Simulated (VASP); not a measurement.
A run of VASP 6.6.1 is set up as follows.

The input INCAR:

```
SYSTEM = HfO2
ALGO = Normal
EDIFF = 1E-8
ENCUT = 520
ISIF = 2
ISMEAR = 0
LASPH = .TRUE.
LCALCEPS = .TRUE.
LCHARG = .FALSE.
LMIXTAU = .TRUE.
LREAL = .FALSE.
LWAVE = .FALSE.
METAGGA = R2SCAN
NELM = 100
PREC = Accurate
SIGMA = 0.01
```

The input KPOINTS:

```
k-points
0
G
  8 8 8
  0 0 0
```

The input POSCAR:

```
HfO2
1.0
    0.0000000000      2.5291822925      2.5291822925
    2.5291822925      0.0000000000      2.5291822925
    2.5291822925      2.5291822925      0.0000000000
Hf O
1 2
Direct
    0.0000000000      0.0000000000      0.0000000000
    0.2500000000      0.2500000000      0.2500000000
    0.7500000000      0.7500000000      0.7500000000
```

Potentials or basis: VASP PAW PBE potentials, release 64 (Hf_pv, O).

Command:

```console
$ cat potpaw_PBE.64/Hf_pv/POTCAR potpaw_PBE.64/O/POTCAR > POTCAR
$ mpirun -np 1 vasp_std > vasp.out
```

Q: Estimate the electronic dielectric tensor (diagonal).

A: 4.87.

Q: Predict the Born charges (mean of the diagonal).

A: Hf +5.47; O -2.74 e.

Q: Estimate the band gap on the k mesh.

A: 4.31 eV, direct.

Electronic dielectric tensor:
```
4.87 0.00 0.00
0.00 4.87 0.00
0.00 0.00 4.87
```

Caveat: spin-orbit coupling is left out, which moves the levels of the heavy elements. A k mesh can miss the band edges.
